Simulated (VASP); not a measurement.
Input of a VASP 6.6.1 run:

INCAR

```
ALGO = Normal
EDIFF = 1E-7
ENCUT = 520
GGA = PE
ISIF = 2
ISMEAR = -1
LASPH = True
LCHARG = True
LELF = True
LREAL = False
LVHAR = True
LWAVE = False
NBANDS = 16
NELM = 60
PREC = Accurate
SIGMA = 0.02
```

The input KPOINTS:

```
k-points
0
Gamma
  12 12 6
```

Contents of POSCAR:

```
BeS
1.0
    3.4603891061      0.0000000000      0.0000000000
   -1.7301945531      2.9967848729      0.0000000000
    0.0000000000      0.0000000000      7.7040613800
Be S
2 2
Direct
    0.3333333333      0.6666666667      0.2500000000
    0.6666666667      0.3333333333      0.7500000000
    0.6666666667      0.3333333333      0.2500000000
    0.3333333333      0.6666666667      0.7500000000
```

Potentials or basis: VASP PAW PBE potentials, release 64 (Be, S).

Launch:

```console
$ cat potpaw_PBE.64/Be/POTCAR potpaw_PBE.64/S/POTCAR > POTCAR
$ mpirun -np 1 vasp_std > vasp.out
```

(1) Predict the pressure.

(2) Estimate the band gap on the k mesh.

Answers

(1) 0.0 GPa.

(2) 4.14 eV, indirect (least direct gap 4.24 eV).
